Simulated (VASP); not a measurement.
# SiC (R3m) in VASP: a series of runs

SiC is run at these levels: PBE; tasks: single point.

Everything below comes from runs of VASP 6.6.1. Logs are shortened: lines on timing, memory, paths and dates and some standing lists are left out, and cuts for length are marked.

### Step 1. The cell of the first run

Symmetry: R3m, No. 160, trigonal system. The conventional cell has a = 3.109 Å, b = 3.109 Å, c = 8.251 Å, α = 90.00°, β = 90.00°, γ = 120.00°. Within 2.5 Å of Si (site symmetry 3m) lie 4 C at 1.92 to 2.06 Å. C (site symmetry 3m) has 4 Si at 1.92 to 2.06 Å within 2.5 Å.

### Step 2. Single point, PBE

INCAR

```
PREC = Accurate
ENCUT = 520
EDIFF = 1E-6
ISMEAR = 0
SIGMA = 0.05
LREAL = False
LASPH = True
NELM = 80
ALGO = Normal
ISIF = 2
LWAVE = False
LCHARG = True
GGA = PE
LELF = True
LVHAR = True
NBANDS = 11
```

KPOINTS

```
Automatic mesh
0
Gamma
  12 12 12
```

POSCAR

```
SiC
1.0
    0.0000000000      2.1982755826      2.1982755826
    2.1982755826      0.0000000000      2.1982755826
    2.3206462567      2.3206462567     -0.1223706741
Si C
1 1
Direct
    0.0000000000      0.0000000000      0.0000000000
    0.7500000000      0.7500000000      0.7500000000
```

Potentials or basis: VASP PAW PBE potentials, release 64 (Si, C).

The run is started by

```bash
$ cat potpaw_PBE.64/Si/POTCAR potpaw_PBE.64/C/POTCAR > POTCAR
$ mpirun -np 1 vasp_std > vasp.out
```

OUTCAR:

```text
PREC = Accurate
   ENCUT = 520
   EDIFF = 1E-6
   ISMEAR = 0
   LREAL = False
   LASPH = True
   NELM = 80
   ISIF = 2
   GGA = PE

 ion  position               nearest neighbor table
   1  0.000  0.000  0.000-   2 1.92   2 1.92   2 1.92   2 2.06
   2  0.750  0.750  0.750-   1 1.92   1 1.92   1 1.92   1 2.06

  LATTYP: Found a trigonal (rhomboedric) cell.
 ALAT       =     3.2841700138
 COS(alpha) =     0.5519638990

  Lattice vectors:

 A1 = (   2.3206462567,   0.1223706741,  -2.3206462567)
 A2 = (   0.1223706741,   2.3206462567,  -2.3206462567)
 A3 = (   2.3206462567,   2.3206462567,  -0.1223706741)

Analysis of symmetry for initial positions (statically):
=====================================================================
 Subroutine PRICEL returns:
 Original cell was already a primitive cell.

 Routine SETGRP: Setting up the symmetry group for a
 trigonal (rhombohedral) supercell.

 Subroutine GETGRP returns: Found  6 space group operations
 (whereof  6 operations were pure point group operations)
 out of a pool of 12 trial point group operations.

The static configuration has the point symmetry C_3v.

Analysis of symmetry for dynamics (positions and initial velocities):
=====================================================================
 Subroutine PRICEL returns:
 Original cell was already a primitive cell.

 Routine SETGRP: Setting up the symmetry group for a
 trigonal (rhombohedral) supercell.

 Subroutine GETGRP returns: Found  6 space group operations
 (whereof  6 operations were pure point group operations)
 out of a pool of 12 trial point group operations.

The dynamic configuration has the point symmetry C_3v.

 Subroutine INISYM returns: Found  6 space group operations
 (whereof  6 operations are pure point group operations),
 and found     1 'primitive' translations

----------------------------------------------------------------------------------------

                                     Primitive cell

  volume of cell :      23.0200

  direct lattice vectors                    reciprocal lattice vectors
     0.000000000  2.198275583  2.198275583    -0.221608167  0.233293852  0.221608167
     2.198275583  0.000000000  2.198275583     0.233293852 -0.221608167  0.221608167
     2.320646257  2.320646257 -0.122370674     0.209922482  0.209922482 -0.209922482

  length of vectors
     3.108831143  3.108831143  3.284170014     0.390699860  0.390699860  0.363596405

  position of ions in fractional coordinates (direct lattice)
     0.000000000  0.000000000  0.000000000
     0.750000000  0.750000000  0.750000000
[... 81 lines left out ...]
   IBRION =     -1    ionic relax: 0-MD 1-quasi-New 2-CG
   NFREE  =      0    steps in history (QN), initial steepest desc. (CG)
   ISIF   =      2    stress and relaxation
   ISYM   =      2    0-nonsym 1-usesym 2-fastsym
   POTIM  = 0.5000    time-step for ionic-motion
   TEBEG  =    0.0;   TEEND  =   0.0 temperature during run
   PSTRESS=    0.0 pullay stress
   NELECT =       8.0000    total number of electrons
   NUPDOWN=      -1.0000    fix difference up-down
   EMIN   =  10.00;   EMAX   =-10.00  energy-range for DOS
   EFERMI =   0.00;   METHOD = LEGACY
   ISMEAR =     0;   SIGMA  =   0.05  broadening in eV -4-tet -1-fermi 0-gaus
   EFERMI_NEDOS =   21; number of points for ismear=-14 and -15
   IALGO  =     38    algorithm
   IMIX   =      4    mixing-type and parameters
     AMIX     =   0.40;   BMIX     =  1.00
     AMIX_MAG =   1.60;   BMIX_MAG =  1.00
  volume/ion in A,a.u.               =      11.51        77.67
  Fermi-wavevector in a.u.,A,eV,Ry     =   1.150985  2.175047 18.024547  1.324767
  Thomas-Fermi vector in A             =   2.287646
   LORBIT       =      0    0 simple, 1 ext, 2 COOP (PROOUT), +10 PAW based schemes
   GGA     = PE    functional components
   LHFCALC =     F    Hartree Fock is set to
   AEXX    =    0.0000 exact exchange contribution
   IVDW    =     0    specifies the selected vdW correction
   LEPSILON=     F    determine dielectric tensor
   LRPA    =     F    only Hartree local field effects (RPA)
 non-spin polarized calculation
 Gauss-broadening in eV      SIGMA  =   0.05
  energy-cutoff  :      520.00
  volume of cell :       23.02
 maximum number of plane-waves:       633
   NGX = 11   NGY = 11   NGZ = 13

 number of electron       8.0000000 magnetization

 Free energy of the ion-electron system (eV)
  ---------------------------------------------------
  ext. energy  EPLUGINS =         0.00000000
  ---------------------------------------------------
  free energy    TOTEN  =       -14.82912838 eV

  energy without entropy =      -14.82912838  energy(sigma->0) =      -14.82912838

 E-fermi :   7.2874     XC(G=0): -10.8947

 val. band max:        7.0938571140   @ k =   0.0000   0.0000   0.0000
 cond. band min:       8.3033232908   @ k =   0.5000   0.5000   0.0000
 fundamental gap:      1.2094661768
 Fermi energy:         7.2874351234

 k-point     1 :       0.0000    0.0000    0.0000
  band No.  band energies     occupation
      1      -7.6597      2.00000
      2       6.6465      2.00000
      3       7.0939      2.00000
      4       7.0939      2.00000
      5      10.8579      0.00000
      6      13.6603      0.00000
      7      14.1377      0.00000
      8      14.1377      0.00000
      9      20.9149      0.00000
     10      20.9149      0.00000
     11      21.8651      0.00000
[... 309 lines left out ...]
 k-point    24 :      -0.4167    0.1667    0.0000
  band No.  band energies     occupation
      1      -3.9608      2.00000
      2      -0.5601      2.00000
      3       3.9528      2.00000
      4       5.3492      2.00000
      5      11.3163      0.00000
      6      13.4554      0.00000
      7      14.8255      0.00000
      8      17.2404      0.00000
      9      20.7227      0.00000
     10      21.6738      0.00000
     11      24.3230      0.00000

 [... further k-points ...]
[... 5 lines left out ...]
  --------------------------------------------------------------------------------------
  -------------------------------------------------------------------------------------
  Total       -2.1168268     -2.1168268     -2.1168268     -1.4883953      1.4883953      1.4883953
  in kB     -147.3297959   -147.3297959   -147.3297959   -103.5913635    103.5913635    103.5913635
  external PRESSURE =    -147.3297959 kB  Pullay stress =       0.0000000 kB

 VOLUME and BASIS-vectors are now :
 -----------------------------------------------------------------------------
  energy-cutoff  :      520.00
  volume of cell :       23.02
      direct lattice vectors                 reciprocal lattice vectors
     0.000000000  2.198275583  2.198275583    -0.221608167  0.233293852  0.221608167
     2.198275583  0.000000000  2.198275583     0.233293852 -0.221608167  0.221608167
     2.320646257  2.320646257 -0.122370674     0.209922482  0.209922482 -0.209922482

 POSITION                                       TOTAL-FORCE (eV/Angst)
 -----------------------------------------------------------------------------------
      0.00000      0.00000      0.00000         0.033906      0.033906     -0.033906
      3.38919      3.38919      3.20564        -0.033906     -0.033906      0.033906
 -----------------------------------------------------------------------------------
    total drift:                                0.000066      0.000066     -0.000066

  FREE ENERGIE OF THE ION-ELECTRON SYSTEM (eV)
  ---------------------------------------------------
  free  energy   TOTEN  =       -14.8291283793 eV

  energy  without entropy=      -14.8291283793  energy(sigma->0) =      -14.82912838
```

OSZICAR:

```text
N       E                     dE             d eps       ncg     rms          rms(c)
DAV:   1     0.427600781759E+01    0.42760E+01   -0.38696E+03  4260   0.605E+02
DAV:   2    -0.157639490405E+02   -0.20040E+02   -0.19028E+02  5235   0.107E+02
DAV:   3    -0.164515821065E+02   -0.68763E+00   -0.68620E+00  5159   0.169E+01
DAV:   4    -0.164545734232E+02   -0.29913E-02   -0.29911E-02  4744   0.140E+00
DAV:   5    -0.164545890487E+02   -0.15625E-04   -0.15625E-04  5093   0.952E-02    0.788E+00
DAV:   6    -0.148618923060E+02    0.15927E+01   -0.65114E+00  4644   0.109E+01    0.338E+00
DAV:   7    -0.148364663867E+02    0.25426E-01   -0.27975E-01  5013   0.315E+00    0.163E+00
DAV:   8    -0.148288843435E+02    0.75820E-02   -0.21790E-02  4722   0.974E-01    0.183E-01
DAV:   9    -0.148290056388E+02   -0.12130E-03   -0.24373E-03  5089   0.287E-01    0.107E-01
DAV:  10    -0.148291137205E+02   -0.10808E-03   -0.30524E-04  4575   0.108E-01    0.334E-02
DAV:  11    -0.148291276102E+02   -0.13890E-04   -0.47058E-05  4979   0.394E-02    0.136E-02
DAV:  12    -0.148291283793E+02   -0.76915E-06   -0.33764E-06  4872   0.118E-02
   1 F= -.14829128E+02 E0= -.14829128E+02  d E =-.100982E-10
```

Run time: 13 s. Hardware: 1 thread of Intel Xeon Platinum 8559C (Emerald Rapids), shared host; peak memory 0.16 GiB.

What came out:

```yaml
Free_energy: -14.8291 eV
Pressure: -14.7 GPa
Largest_force: 0.059 eV/Å
Band_gap_on_the_k_mesh: 1.21 eV, indirect (least direct gap 3.76 eV)
```

Forces in eV/Å, atoms in the order of the input:
```
Si   0.034  0.034 -0.034
C   -0.034 -0.034  0.034
```

Levels at points of the mesh, in eV from the valence-band top:
```tsv
k point	band 1	band 2	band 3	band 4	band 5	band 6	band 7	band 8	band 9
(0.00, 0.00, 0.00)	-14.75	-0.45	0.00	0.00	3.76	6.57	7.04	7.04	13.82
(0.50, 0.00, 0.00)	-11.37	-8.09	-1.31	-1.25	3.87	6.06	7.03	9.25	14.31
(0.50, 0.50, 0.00)	-10.23	-7.61	-3.43	-2.75	1.21	3.97	12.06	12.52	13.89
(0.00, 0.00, 0.50)	-12.14	-8.17	-0.75	-0.75	5.44	7.25	7.25	9.47	14.72
```

### Step 3. Single point, PBE

This run uses another cell than the first one, of 11.26 Å³/atom, 0.978 times its volume.

INCAR

```
PREC = Accurate ; ENCUT = 520
EDIFF = 1E-7 ; ISMEAR = 0
SIGMA = 0.05 ; LREAL = False
LASPH = True ; NELM = 60
ALGO = Normal ; ISIF = 2
LWAVE = False ; LCHARG = False
GGA = PE ; NBANDS = 11
```

KPOINTS is that of step 2.

POSCAR

```
SiC
1.0
    0.0000000000      2.3019003260      2.3019003260
    2.3019003260      0.0000000000      2.3019003260
    2.1837361093      2.1837361093      0.1181642167
Si C
1 1
Direct
    0.0000000000      0.0000000000      0.0000000000
    0.7500000000      0.7500000000      0.7500000000
```

Potentials or basis: VASP PAW PBE potentials, release 64 (Si, C).

The run is started by

```bash
$ cat potpaw_PBE.64/Si/POTCAR potpaw_PBE.64/C/POTCAR > POTCAR
$ mpirun -np 1 vasp_std > vasp.out
```

OUTCAR:

```text
PREC = Accurate
   ENCUT = 520
   EDIFF = 1E-7
   ISMEAR = 0
   LREAL = False
   LASPH = True
   NELM = 60
   ISIF = 2
   GGA = PE

 ion  position               nearest neighbor table
   1  0.000  0.000  0.000-   2 1.84   2 1.98   2 1.98   2 1.98
   2  0.750  0.750  0.750-   1 1.84   1 1.98   1 1.98   1 1.98

  LATTYP: Found a trigonal (rhomboedric) cell.
 ALAT       =     3.0905290117
 COS(alpha) =     0.4452371389

  Lattice vectors:

 A1 = (   2.1837361093,  -0.1181642167,  -2.1837361093)
[... 513 lines left out ...]
      6      14.2560      0.00000
      7      15.8326      0.00000
      8      17.3522      0.00000
      9      20.4968      0.00000
     10      22.5019      0.00000
     11      24.4084      0.00000

 [... further k-points ...]
[... 5 lines left out ...]
  --------------------------------------------------------------------------------------
  -------------------------------------------------------------------------------------
  Total       -1.5670469     -1.5670469     -1.5670469      1.7386809     -1.7386809     -1.7386809
  in kB     -111.5067970   -111.5067970   -111.5067970    123.7198050   -123.7198050   -123.7198050
  external PRESSURE =    -111.5067970 kB  Pullay stress =       0.0000000 kB

 VOLUME and BASIS-vectors are now :
 -----------------------------------------------------------------------------
  energy-cutoff  :      520.00
  volume of cell :       22.52
      direct lattice vectors                 reciprocal lattice vectors
     0.000000000  2.301900326  2.301900326    -0.223252037  0.211171639  0.223252037
     2.301900326  0.000000000  2.301900326     0.211171639 -0.223252037  0.223252037
     2.183736109  2.183736109  0.118164217     0.235332435  0.235332435 -0.235332435

 POSITION                                       TOTAL-FORCE (eV/Angst)
 -----------------------------------------------------------------------------------
      0.00000      0.00000      0.00000        -0.406133     -0.406133      0.406133
      3.36423      3.36423      3.54147         0.406133      0.406133     -0.406133
 -----------------------------------------------------------------------------------
    total drift:                                0.000002      0.000002     -0.000002

  FREE ENERGIE OF THE ION-ELECTRON SYSTEM (eV)
  ---------------------------------------------------
  free  energy   TOTEN  =       -14.8600731560 eV

  energy  without entropy=      -14.8600731560  energy(sigma->0) =      -14.86007316
```

stdout:

```text
POSCAR found type information on POSCAR SiC
 POSCAR found :  2 types and       2 ions
 scaLAPACK will be used
 LDA part: xc-table for (Slater+PW92), standard interpolation
 POSCAR, INCAR and KPOINTS ok, starting setup
 FFT: planning ... GRIDC
 FFT: planning ... GRID_SOFT
 FFT: planning ... GRID
 WAVECAR not read
 entering main loop
```

Run time: 26 s. Hardware: 1 thread of Intel Xeon Platinum 8488C (Sapphire Rapids), shared host; peak memory 0.16 GiB.

What came out:

```
Free energy            : -14.8601 eV
Pressure               : -11.2 GPa
Largest force          : 0.703 eV/Å
Band gap on the k mesh : 1.15 eV, indirect (least direct gap 3.91 eV)
```

Forces in eV/Å, atoms in the order of the input:
```
Si  -0.406 -0.406  0.406
C    0.406  0.406 -0.406
```

Levels at points of the mesh, in eV from the valence-band top:
```tsv
k point	band 2	band 3	band 4	band 5	band 6	band 7
(0.00, 0.00, 0.00)	-0.28	-0.28	0.00	4.51	6.04	6.04
(0.50, 0.00, 0.00)	-8.29	-1.04	-1.04	4.76	6.40	7.52
(0.50, 0.50, 0.00)	-7.69	-3.57	-2.76	1.15	4.03	12.28
(0.00, 0.00, 0.50)	-8.13	-1.62	-1.62	3.48	6.13	6.13
```

### Step 4. Single point, PBE

This run uses another cell than the first one, of 11.26 Å³/atom, 0.978 times its volume.

INCAR

```
SYSTEM = SiC
ALGO = Normal
EDIFF = 1E-7
ENCUT = 520
GGA = PE
ISIF = 2
ISMEAR = 0
LASPH = .TRUE.
LCHARG = .FALSE.
LREAL = .FALSE.
LWAVE = .FALSE.
NBANDS = 11
NELM = 80
PREC = Accurate
SIGMA = 0.05
```

KPOINTS

```
k-points
0
G
  12 12 12
  0 0 0
```

POSCAR

```
SiC
1.0
    0.0000000000      2.1821140363      2.1821140363
    2.1821140363      0.0000000000      2.1821140363
    2.3035850510      2.3035850510     -0.1214710147
Si C
1 1
Direct
    0.0000000000      0.0000000000      0.0000000000
    0.7500000000      0.7500000000      0.7500000000
```

The run is started by

```bash
$ cat potpaw_PBE.64/Si/POTCAR potpaw_PBE.64/C/POTCAR > POTCAR
$ mpirun -np 1 vasp_std > vasp.out
```

It took 19 s on 1 thread of Intel Xeon Platinum 8488C (Sapphire Rapids), shared host; peak memory 0.16 GiB.

Results (log left out):

| Item | Value |
| --- | --- |
| Free energy | -14.8701 eV |
| Pressure | -11.3 GPa |
| Largest force | 0.138 eV/Å |
| Band gap on the k mesh | 1.18 eV, indirect (least direct gap 3.93 eV) |

Forces in eV/Å, atoms in the order of the input:
```
Si   0.080  0.080 -0.080
C   -0.080 -0.080  0.080
```

Stress tensor (GPa, compression positive):
```
-11.31 -11.02  11.02
-11.02 -11.31  11.02
 11.02  11.02 -11.31
```

Levels at points of the mesh, in eV from the valence-band top:
| k point | band 1 | band 2 | band 3 | band 4 | band 5 | band 6 | band 7 | band 8 |
| --- | --- | --- | --- | --- | --- | --- | --- | --- |
| (0.00, 0.00, 0.00) | -14.92 | -0.47 | 0.00 | 0.00 | 3.93 | 6.76 | 7.19 | 7.19 |
| (0.50, 0.00, 0.00) | -11.46 | -8.21 | -1.33 | -1.27 | 4.04 | 6.13 | 7.12 | 9.36 |
| (0.50, 0.50, 0.00) | -10.31 | -7.68 | -3.49 | -2.79 | 1.18 | 4.03 | 12.29 | 12.75 |
| (0.00, 0.00, 0.50) | -12.24 | -8.30 | -0.76 | -0.76 | 5.64 | 7.35 | 7.35 | 9.61 |

(Continued in part 2 of 2.)
